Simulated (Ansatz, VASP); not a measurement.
# Two plane-wave programs on CuO

```xyz
4
Lattice="3.4221 0.0000 0.0000 0.0000 3.4221 0.0000 0.0000 0.0000 4.2605" Properties=species:S:1:pos:R:3 pbc="T T T"
Cu    0.0000    1.7110    0.0000
Cu    1.7110    0.0000    2.1302
O     0.0000    0.0000    1.0651
O     0.0000    0.0000    3.1953
```

Alike in both runs: functional PBE; k mesh 8 × 8 × 6; occupations fermi-dirac, width 0.05 eV; no spin polarisation; Hubbard terms Cu d U = 3.0 eV.

|  | VASP | Ansatz |
| --- | --- | --- |
| version | VASP 6.6.1 | Ansatz 0.2.0 |
| potentials or method | VASP PAW PBE potentials, release 64 (Cu, O) | Ansatz PAW |
| plane-wave cutoff (eV) | 520 | 420 |
| valence electrons in the cell | 34 | 50 |
| task | single point | band structure |

Ansatz gave:

* gap on the k mesh at the Fermi level (eV): none
* pressure (GPa): -1.2
* traceless stress, the component that is largest in VASP (GPa): 21.17

Question: Estimate VASP's values.

Answer: gap on the k mesh at the Fermi level (eV): none; pressure (GPa): -3.0; traceless stress, the component that is largest in VASP (GPa): 22.12.

The programs project onto different local orbitals, so the same U acts differently, and such runs can settle in different states. A gap of «none» marks a metal or a gap that the smearing closes. VASP's potentials hold 34 valence electrons a cell and Ansatz's 50, so a difference there can come from the potentials and not from the codes.
